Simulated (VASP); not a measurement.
# Sc (P6_3/mmc) in VASP: further runs

Sc is run at these levels: LDA; tasks: single point.

Program: VASP 6.6.1. These are calculated values, not measurements. Logs are shortened: lines on timing, memory, paths and dates and some standing lists are left out, and cuts for length are marked.

## 1. The cell of the first run

It takes space group P6_3/mmc (No. 194, hexagonal). Conventional cell: a = 3.291 Å, b = 3.291 Å, c = 5.333 Å, α = 90.00°, β = 90.00°, γ = 120.00°. Within 4.3 Å of Sc (site symmetry -6m2) lie 12 Sc at 3.27 to 3.29 Å.

## 2. Single point, LDA

Contents of INCAR:

```
PREC = Accurate
ENCUT = 520
EDIFF = 1E-6
ISMEAR = 0
SIGMA = 0.1
LREAL = False
LASPH = True
NELM = 100
ALGO = Normal
ISIF = 2
LWAVE = False
LCHARG = False
NBANDS = 18
```

Contents of KPOINTS:

```
regular mesh
0
Gamma
  6 6 4
```

Contents of POSCAR:

```
Sc
1.0
    3.2912249500      0.0000000000      0.0000000000
   -1.6456124800      2.8502844200      0.0000000000
    0.0000000000      0.0000000000      5.3325723900
Sc
2
Direct
    0.3333333300      0.6666666700      0.2500000000
    0.6666666700      0.3333333300      0.7500000000
```

Potentials or basis: VASP PAW LDA potentials, release 64 (Sc_sv).

Run with:

```bash
$ cat potpaw_LDA.64/Sc_sv/POTCAR > POTCAR
$ mpirun -np 1 vasp_std > vasp.out
```

OUTCAR:

```text
PREC = Accurate
   ENCUT = 520
   EDIFF = 1E-6
   ISMEAR = 0
   LREAL = False
   LASPH = True
   NELM = 100
   ISIF = 2

 ion  position               nearest neighbor table
   1  0.333  0.667  0.250-   2 3.27   2 3.27   2 3.27   2 3.27   2 3.27   2 3.27
   2  0.667  0.333  0.750-   1 3.27   1 3.27   1 3.27   1 3.27   1 3.27   1 3.27

  LATTYP: Found a hexagonal cell.
 ALAT       =     3.2912249500
 C/A-ratio  =     1.6202394157

  Lattice vectors:

 A1 = (   3.2912249500,   0.0000000000,   0.0000000000)
 A2 = (  -1.6456124800,   2.8502844200,   0.0000000000)
 A3 = (   0.0000000000,   0.0000000000,   5.3325723900)

Analysis of symmetry for initial positions (statically):
=====================================================================
 Subroutine PRICEL returns:
 Original cell was already a primitive cell.

 Routine SETGRP: Setting up the symmetry group for a
 hexagonal supercell.

 Subroutine GETGRP returns: Found 24 space group operations
 (whereof 12 operations were pure point group operations)
 out of a pool of 24 trial point group operations.

The static configuration has the point symmetry D_3d.
 The point group associated with its full space group is D_6h.

Analysis of symmetry for dynamics (positions and initial velocities):
=====================================================================
 Subroutine PRICEL returns:
 Original cell was already a primitive cell.

 Routine SETGRP: Setting up the symmetry group for a
 hexagonal supercell.

 Subroutine GETGRP returns: Found 24 space group operations
 (whereof 12 operations were pure point group operations)
 out of a pool of 24 trial point group operations.

The dynamic configuration has the point symmetry D_3d.
 The point group associated with its full space group is D_6h.

 Subroutine INISYM returns: Found 24 space group operations
 (whereof 12 operations are pure point group operations),
 and found     1 'primitive' translations

----------------------------------------------------------------------------------------

                                     Primitive cell

  volume of cell :      50.0245

  direct lattice vectors                    reciprocal lattice vectors
     3.291224950  0.000000000  0.000000000     0.303838241  0.175421091  0.000000000
    -1.645612480  2.850284420  0.000000000     0.000000000  0.350842180  0.000000000
     0.000000000  0.000000000  5.332572390     0.000000000  0.000000000  0.187526756

  length of vectors
     3.291224950  3.291224956  5.332572390     0.350842181  0.350842180  0.187526756

  position of ions in fractional coordinates (direct lattice)
     0.333333330  0.666666670  0.250000000
     0.666666670  0.333333330  0.750000000

  ion indices of the primitive-cell ions
   primitive index   ion index
                 1           1
                 2           2

----------------------------------------------------------------------------------------

 KPOINTS: regular mesh

Automatic generation of k-mesh.
 Grid dimensions read from file:
 generate k-points for:    6    6    4

 Generating k-lattice:

  Cartesian coordinates                     Fractional coordinates (reciprocal lattice)
     0.050639707  0.029236848  0.000000000     0.166666667  0.000000000  0.000000000
     0.000000000  0.058473697  0.000000000     0.000000000  0.166666667  0.000000000
     0.000000000  0.000000000  0.046881689     0.000000000  0.000000000  0.250000000

  Length of vectors
     0.058473697  0.058473697  0.046881689

  Shift w.r.t. Gamma in fractional coordinates (k-lattice)
     0.000000000  0.000000000  0.000000000

 Subroutine IBZKPT returns following result:
 ===========================================

 Found     21 irreducible k-points:

 Following reciprocal coordinates:
            Coordinates               Weight
  0.000000  0.000000  0.000000      1.000000
  0.166667  0.000000  0.000000      6.000000
  0.333333  0.000000  0.000000      6.000000
  0.500000  0.000000  0.000000      3.000000
  0.166667  0.166667  0.000000      6.000000
  0.333333  0.166667  0.000000     12.000000
[... 13 lines left out ...]
  0.333333  0.166667  0.500000     12.000000
  0.333333  0.333333  0.500000      2.000000
   k-points           NKPTS =     21   k-points in BZ     NKDIM =     21   number of bands    NBANDS=     18
   number of dos      NEDOS =    301   number of ions     NIONS =      2
   total plane-waves  NPLWV =  23040
   dimension x,y,z NGX =    24 NGY =   24 NGZ =   40
   dimension x,y,z NGXF=    48 NGYF=   48 NGZF=   80
   ions per type =               2
   NGX,Y,Z   is equivalent  to a cutoff of  12.12, 12.12, 12.47 a.u.
   NGXF,Y,Z  is equivalent  to a cutoff of  24.25, 24.25, 24.94 a.u.
 SYSTEM =  unknown system
   PREC   = accura    normal or accurate (medium, high low for compatibility)
   ISTART =      0    job   : 0-new  1-cont  2-samecut
   ICHARG =      2    charge: 1-file 2-atom 10-const
   ISPIN  =      1    spin polarized calculation?
   LNONCOLLINEAR =      F non collinear calculations
   LSORBIT =      F    spin-orbit coupling
   LASPH  =      T    aspherical Exc in radial PAW
   ENCUT  =  520.0 eV  38.22 Ry    6.18 a.u.   6.12  6.12  9.92*2*pi/ulx,y,z
   NELM   =    100;   NELMIN=  2; NELMDL= -5     # of ELM steps
   EDIFF  = 0.1E-05   stopping-criterion for ELM
   LREAL  =      F    real-space projection
   EDIFFG = 0.1E-04   stopping-criterion for IOM
   NSW    =      0    number of steps for IOM
   IBRION =     -1    ionic relax: 0-MD 1-quasi-New 2-CG
   NFREE  =      0    steps in history (QN), initial steepest desc. (CG)
   ISIF   =      2    stress and relaxation
   ISYM   =      2    0-nonsym 1-usesym 2-fastsym
   POTIM  = 0.5000    time-step for ionic-motion
   TEBEG  =    0.0;   TEEND  =   0.0 temperature during run
   PSTRESS=    0.0 pullay stress
   NELECT =      22.0000    total number of electrons
   NUPDOWN=      -1.0000    fix difference up-down
   EMIN   =  10.00;   EMAX   =-10.00  energy-range for DOS
   EFERMI =   0.00;   METHOD = LEGACY
   ISMEAR =     0;   SIGMA  =   0.10  broadening in eV -4-tet -1-fermi 0-gaus
   EFERMI_NEDOS =   21; number of points for ismear=-14 and -15
   IALGO  =     38    algorithm
   IMIX   =      4    mixing-type and parameters
     AMIX     =   0.40;   BMIX     =  1.00
     AMIX_MAG =   1.60;   BMIX_MAG =  1.00
  volume/ion in A,a.u.               =      25.01       168.79
  Fermi-wavevector in a.u.,A,eV,Ry     =   1.244959  2.352630 21.087965  1.549922
  Thomas-Fermi vector in A             =   2.379202
   LORBIT       =      0    0 simple, 1 ext, 2 COOP (PROOUT), +10 PAW based schemes
   GGA     = CA    functional components
   LHFCALC =     F    Hartree Fock is set to
   AEXX    =    0.0000 exact exchange contribution
   IVDW    =     0    specifies the selected vdW correction
   LEPSILON=     F    determine dielectric tensor
   LRPA    =     F    only Hartree local field effects (RPA)
 non-spin polarized calculation
 Gauss-broadening in eV      SIGMA  =   0.10
  energy-cutoff  :      520.00
  volume of cell :       50.02
 maximum number of plane-waves:      1364
   NGX = 13   NGY = 13   NGZ = 19

 number of electron      22.0000012 magnetization

 Free energy of the ion-electron system (eV)
  ---------------------------------------------------
  ext. energy  EPLUGINS =         0.00000000
  ---------------------------------------------------
  free energy    TOTEN  =       -13.36645710 eV

  energy without entropy =      -13.34710148  energy(sigma->0) =      -13.35677929

 E-fermi :   3.3977     XC(G=0): -10.0838

 val. band max:        3.3950406861   @ k =   0.1667   0.0000   0.0000
 cond. band min:       3.4031553708   @ k =   0.5000   0.0000   0.5000
 fundamental gap:      0.0081146847
 Fermi energy:         3.3977172658

 k-point     1 :       0.0000    0.0000    0.0000
  band No.  band energies     occupation
      1     -45.4785      2.00000
      2     -45.4177      2.00000
      3     -24.6148      2.00000
      4     -24.2960      2.00000
      5     -24.2960      2.00000
      6     -24.2426      2.00000
[... 10 lines left out ...]
     17       5.7402      0.00000
     18       5.7402      0.00000

 k-point     2 :       0.1667    0.0000    0.0000
  band No.  band energies     occupation
      1     -45.4654      2.00000
      2     -45.4119      2.00000
      3     -24.5810      2.00000
      4     -24.3685      2.00000
      5     -24.3187      2.00000
      6     -24.3166      2.00000
[... 10 lines left out ...]
     17       5.4401      0.00000
     18       5.6908      0.00000

 k-point     3 :       0.3333    0.0000    0.0000
  band No.  band energies     occupation
      1     -45.4372      2.00000
      2     -45.4023      2.00000
      3     -24.5152      2.00000
      4     -24.4996      2.00000
      5     -24.4573      2.00000
      6     -24.3616      2.00000
[... 10 lines left out ...]
     17       6.4285      0.00000
     18       6.6097      0.00000

 k-point     4 :       0.5000    0.0000    0.0000
  band No.  band energies     occupation
      1     -45.4201      2.00000
      2     -45.4003      2.00000
      3     -24.5889      2.00000
      4     -24.5248      2.00000
      5     -24.4401      2.00000
      6     -24.3822      2.00000
[... 312 lines left out ...]
      4     -24.5027      2.00000
      5     -24.3466      2.00000
      6     -24.3466      2.00000
[... 10 lines left out ...]
     17       6.6975      0.00000
     18       6.8819      0.00000

 k-point    20 :       0.3333    0.1667    0.5000
  band No.  band energies     occupation
      1     -45.4102      2.00000
      2     -45.4102      2.00000
      3     -24.5725      2.00000
      4     -24.5725      2.00000
      5     -24.3942      2.00000
      6     -24.3942      2.00000
[... 10 lines left out ...]
     17       7.0424      0.00000
     18       7.0426      0.00000

 k-point    21 :       0.3333    0.3333    0.5000
  band No.  band energies     occupation
      1     -45.4055      2.00000
      2     -45.4055      2.00000
      3     -24.5447      2.00000
      4     -24.5447      2.00000
      5     -24.4689      2.00000
      6     -24.4689      2.00000
[... 10 lines left out ...]
     17       6.9328      0.00000
     18       6.9328      0.00000

------------------------ aborting loop because EDIFF is reached ----------------------------------------

  FORCE on cell =-STRESS in cart. coord.  units (eV):
  Direction    XX          YY          ZZ          XY          YZ          ZX
  --------------------------------------------------------------------------------------
  -------------------------------------------------------------------------------------
  Total       -1.3159518     -1.3159518     -2.3604146      0.0000000     -0.0000000      0.0000000
  in kB      -42.1471342    -42.1471343    -75.5990519      0.0000001     -0.0000000      0.0000000
  external PRESSURE =     -53.2977735 kB  Pullay stress =       0.0000000 kB

 VOLUME and BASIS-vectors are now :
 -----------------------------------------------------------------------------
  energy-cutoff  :      520.00
  volume of cell :       50.02
      direct lattice vectors                 reciprocal lattice vectors
     3.291224950  0.000000000  0.000000000     0.303838241  0.175421091  0.000000000
    -1.645612480  2.850284420  0.000000000     0.000000000  0.350842180  0.000000000
     0.000000000  0.000000000  5.332572390     0.000000000  0.000000000  0.187526756

 POSITION                                       TOTAL-FORCE (eV/Angst)
 -----------------------------------------------------------------------------------
     -0.00000      1.90019      1.33314         0.000000      0.000000      0.000000
      1.64561      0.95009      3.99943        -0.000000      0.000000      0.000000
 -----------------------------------------------------------------------------------
    total drift:                               -0.000006      0.000003     -0.000000

  FREE ENERGIE OF THE ION-ELECTRON SYSTEM (eV)
  ---------------------------------------------------
  free  energy   TOTEN  =       -13.3664570979 eV

  energy  without entropy=      -13.3471014787  energy(sigma->0) =      -13.35677929
```

Run time: 22 s. Hardware: 1 thread of Intel Xeon 8259CL, shared host; peak memory 0.14 GiB.

Results:

- Free energy: -13.3665 eV
- Pressure: -5.3 GPa
- Band gap on the k mesh: zero (bands 11 and 12 overlap by 1.24 eV)

Levels at points of the mesh, in eV from the Fermi level:
```
           k point  band 8  band 9  band 10  band 11  band 12  band 13  band 14  band 15
(0.00, 0.00, 0.00)  -27.62   -5.08    -1.73     0.39     1.52     1.52     1.54     1.90
(0.50, 0.00, 0.00)  -27.69   -1.57    -1.05    -0.73    -0.23     1.12     1.39     1.63
(0.00, 0.00, 0.50)  -27.67   -3.63    -3.63     0.78     0.78     1.48     1.48     1.48
(0.50, 0.00, 0.50)  -27.72   -1.48    -1.48     0.01     0.01     1.24     1.24     2.35
```

Caveat: the k points lie up to 0.37 Å⁻¹ apart, too coarse for converged energies and pressures of a metal.

## 3. Single point, LDA

This run uses another cell than the first one, of 22.52 Å³/atom.

Contents of INCAR:

```
ALGO     = Normal         # electronic algorithm
EDIFF    = 1E-7           # SCF threshold, eV
ENCUT    = 520            # plane-wave cutoff, eV
ISIF     = 2              # what is computed and relaxed
ISMEAR   = 0              # smearing method
LASPH    = T              # aspherical terms in the spheres
LCHARG   = F              # write CHGCAR
LREAL    = F              # projectors in reciprocal space
LWAVE    = F              # write WAVECAR
NBANDS   = 18             # bands
NELM     = 100            # most SCF steps
PREC     = Accurate       # precision mode
SIGMA    = 0.1            # smearing width, eV
```

Contents of KPOINTS:

```
k-points
0
Gamma
  12 12 8
```

Contents of POSCAR:

```
Sc
1.0
    3.2295365112      0.0000000028      0.0000000000
   -1.6147682580      2.7968606597      0.0000000000
    0.0000000000      0.0000000000      4.9860880419
Sc
2
Direct
    0.3333333333      0.6666666667      0.2500000000
    0.6666666667      0.3333333333      0.7500000000
```

Potentials or basis: VASP PAW LDA potentials, release 64 (Sc_sv).

Run with:

```bash
$ cat potpaw_LDA.64/Sc_sv/POTCAR > POTCAR
$ mpirun -np 1 vasp_std > vasp.out
```

Wall time 86 s (1 thread of Intel Xeon 8259CL, shared host); peak memory 0.19 GiB.

The run converged. Its results:

- Free energy: -13.4587 eV
- Pressure: 0.1 GPa
- Band gap on the k mesh: zero (bands 11 and 12 overlap by 1.66 eV)

Levels at points of the mesh, in eV from the Fermi level:
```
           k point  band 7  band 8  band 9  band 10  band 11  band 12  band 13  band 14  band 15  band 16
(0.00, 0.00, 0.00)  -27.29  -27.24   -5.23    -1.76     1.01     1.63     1.63     1.99     2.16     2.16
(0.50, 0.00, 0.00)  -27.40  -27.34   -1.65    -1.18    -0.79    -0.25     1.32     1.44     2.05     4.05
(0.00, 0.00, 0.50)  -27.33  -27.33   -3.55    -3.55     1.04     1.04     1.52     1.52     1.52     1.52
(0.50, 0.00, 0.50)  -27.39  -27.39   -1.60    -1.60     0.10     0.10     1.51     1.51     2.51     2.51
```

## 4. Single point, LDA

This run uses another cell than the first one, of 22.52 Å³/atom.

Contents of INCAR:

```
PREC = Accurate
ENCUT = 520
EDIFF = 1E-6
ISMEAR = 0
SIGMA = 0.1
LREAL = F
LASPH = T
NELM = 60
ALGO = Fast
ISIF = 2
LWAVE = F
LCHARG = F
GGA = CA
NBANDS = 18
```

Contents of KPOINTS:

```
Automatic mesh
0
Gamma
  12 12 8
```

POSCAR is that of step 3.

Run with:

```bash
$ cat potpaw_LDA.64/Sc_sv/POTCAR > POTCAR
$ mpirun -np 1 vasp_std > vasp.out
```

Wall time 2.4 min (1 thread of Intel Xeon 8259CL, shared host); peak memory 0.18 GiB.

It converged, with:

```yaml
Free_energy: -13.4587 eV
Pressure: 0.1 GPa
Band_gap_on_the_k_mesh: zero (bands 11 and 12 overlap by 1.66 eV)
```

Levels at points of the mesh, in eV from the Fermi level:
```
           k point  band 9  band 10  band 11  band 12  band 13  band 14
(0.00, 0.00, 0.00)   -5.23    -1.76     1.01     1.63     1.63     1.99
(0.50, 0.00, 0.00)   -1.65    -1.18    -0.79    -0.25     1.32     1.44
(0.00, 0.00, 0.50)   -3.55    -3.55     1.04     1.04     1.52     1.52
(0.50, 0.00, 0.50)   -1.60    -1.60     0.10     0.10     1.51     1.51
```

## 5. Single point, LDA

This run uses another cell than the first one, of 22.66 Å³/atom.

Contents of INCAR:

```
PREC = Accurate ; ENCUT = 520
EDIFF = 1E-6 ; ISMEAR = -1
SIGMA = 0.15 ; LREAL = F
LASPH = T ; NELM = 80
ALGO = Normal ; ISIF = 2
LWAVE = F ; LCHARG = F
GGA = CA ; NBANDS = 18
```

KPOINTS is that of step 4.

Contents of POSCAR:

```
Sc
1.0
    3.2251906938      0.0000000028      0.0000000000
   -1.6125953493      2.7930970715      0.0000000000
    0.0000000000      0.0000000000      5.0313339542
Sc
2
Direct
    0.3333333333      0.6666666667      0.2500000000
    0.6666666667      0.3333333333      0.7500000000
```

Run with:

```bash
$ cat potpaw_LDA.64/Sc_sv/POTCAR > POTCAR
$ mpirun -np 1 vasp_std > vasp.out
```

Run time: 86 s. Hardware: 1 thread of Intel Xeon 8259CL, shared host; peak memory 0.18 GiB.

Results (log left out):

| Property | Result |
| --- | --- |
| Free energy | -13.5787 eV |
| Pressure | 0.1 GPa |
| Band gap on the k mesh | zero (bands 11 and 12 overlap by 1.59 eV) |

Levels at points of the mesh, in eV from the Fermi level:
```csv
k point,band 9,band 10,band 11,band 12,band 13,band 14
"(0.00, 0.00, 0.00)",-5.22,-1.76,0.90,1.64,1.64,1.92
"(0.50, 0.00, 0.00)",-1.64,-1.17,-0.81,-0.23,1.36,1.39
"(0.00, 0.00, 0.50)",-3.58,-3.58,0.99,0.99,1.55,1.55
"(0.50, 0.00, 0.50)",-1.60,-1.60,0.08,0.08,1.48,1.48
```

## 6. Summary

```tsv
cell	k mesh	smearing	gap on the mesh (eV)	pressure (GPa)
a = 3.291, b = 3.291, c = 5.333 Å, angles 90.0, 90.0, 120.0°, 2 atoms	6 × 6 × 4	gaussian 0.1 eV	none	-5.3
a = 3.230, b = 3.230, c = 4.986 Å, angles 90.0, 90.0, 120.0°, 2 atoms	12 × 12 × 8	gaussian 0.1 eV	none	0.1
a = 3.225, b = 3.225, c = 5.031 Å, angles 90.0, 90.0, 120.0°, 2 atoms	12 × 12 × 8	fermi-dirac 0.15 eV	none	0.1
```

Alike in all rows: task single point; level LDA; potentials or basis VASP PAW LDA potentials, release 64 (Sc_sv); no spin polarisation; cutoff (eV) 520.

Caveats: some runs use coarse meshes.

Absolute energies hang on the potentials; compare differences alone.
